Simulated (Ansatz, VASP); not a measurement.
## Sc2AlF3 in VASP and in Ansatz

```
CELL_PARAMETERS angstrom
3.86952 0.00000 0.00000
-1.93476 3.35110 0.00000
0.00000 0.00000 7.81025
ATOMIC_POSITIONS crystal
Sc 0.66667 0.33333 0.24941
Sc 0.66667 0.33333 0.75059
Al 0.00000 0.00000 0.00000
F 0.00000 0.00000 0.50000
F 0.33333 0.66667 0.00000
F 0.33333 0.66667 0.50000
```

Change from the starting cell: species swapped into the La2Al3Ge type (P-6m2, No. 187).

Alike in both runs: task relaxation of cell and atoms; functional PBE; k mesh 6 × 6 × 2; occupations gaussian, width 0.1 eV; no spin polarisation.

```csv
,VASP,Ansatz
version,VASP 6.6.1,Ansatz 0.2.0
potentials or method,"VASP PAW PBE potentials, release 64 (Sc_sv, Al, F), cutoff 600 eV","scalar-relativistic, plane waves, PAW"
valence electrons in the cell,46,46
```

VASP gave:

- gap on the k mesh at the Fermi level, each at its own relaxed structure (eV): none
- relaxed volume (Å³/atom): 14.93
- relaxed length of the cell vector where the two differ most in proportion (Å): 7.468

Q: Estimate Ansatz's values.

A: gap on the k mesh at the Fermi level, each at its own relaxed structure (eV): none; relaxed volume (Å³/atom): 14.98; relaxed length of the cell vector where the two differ most in proportion (Å): 7.483.

A gap of «none» marks a metal or a gap that the smearing closes.

The k mesh is coarse, so the values compare programs but aren't converged.
